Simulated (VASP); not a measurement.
NaH3: single point with PBE

Crystal: NaH3.

```xyz
8
Lattice="2.6031 1.5029 3.7775 -2.6031 1.5029 3.7775 0.0000 -3.0058 3.7775" Properties=species:S:1:pos:R:3 pbc="T T T"
Na    0.0000    0.0000    8.5441
Na    0.0000    0.0000    2.7884
H    -0.6604   -0.3813    5.0857
H     0.6604   -0.3813    5.0857
H     0.0000    0.7626    5.0857
H     0.0000   -0.7626    6.2468
H    -0.6604    0.3813    6.2468
H     0.6604    0.3813    6.2468
```

- Program: VASP 6.6.1
- Task: single point
- Functional: PBE
- Potentials or basis: VASP PAW PBE potentials, release 64 (Na_pv, H)
- Cutoff: 520 eV
- k mesh: 6 × 6 × 6
- Occupations: gaussian, width 0.1 eV
- Spin: no spin polarisation
- Dipole correction: no
- Further INCAR settings: ALGO = Normal; EDIFF = 1e-06; NBANDS = 20

```yaml
Pressure: 0.0 GPa
Largest_force: 0.015 eV/Å
Band_gap_on_the_k_mesh: 1.98 eV, direct
```

Forces on the atoms (eV/Å):
```
Na   0.000  0.000  0.006
Na   0.000  0.000 -0.006
H   -0.011 -0.007 -0.007
H    0.011 -0.007 -0.007
H    0.000  0.013 -0.007
H    0.000 -0.013  0.007
H   -0.011  0.007  0.007
H    0.011  0.007  0.007
```

Stress tensor (GPa, compression positive):
```
-0.07  0.00  0.00
 0.00 -0.07  0.00
 0.00  0.00  0.03
```

Levels at points of the mesh, in eV from the valence-band top:
```csv
k point,band 6,band 7,band 8,band 9,band 10,band 11,band 12,band 13,band 14,band 15
"(0.00, 0.00, 0.00)",-22.83,-9.13,-0.60,0.00,0.00,1.98,3.93,3.93,7.63,8.45
"(0.50, 0.00, 0.00)",-22.84,-8.90,-1.92,-0.61,-0.09,3.09,3.97,5.74,6.76,8.35
"(0.50, 0.50, 0.00)",-22.83,-8.79,-2.03,-0.82,-0.60,3.12,3.75,6.73,7.48,8.48
"(0.50, 0.50, 0.50)",-22.84,-8.78,-2.34,-0.52,-0.52,3.72,5.54,5.54,6.00,7.00
```

Wall time 34 s on 1 thread of Intel(R) Xeon(R) Platinum 8488C (Sapphire Rapids), on a shared host, peak memory 0.21 GiB.

As with any semilocal functional, this PBE gap is likely too small.
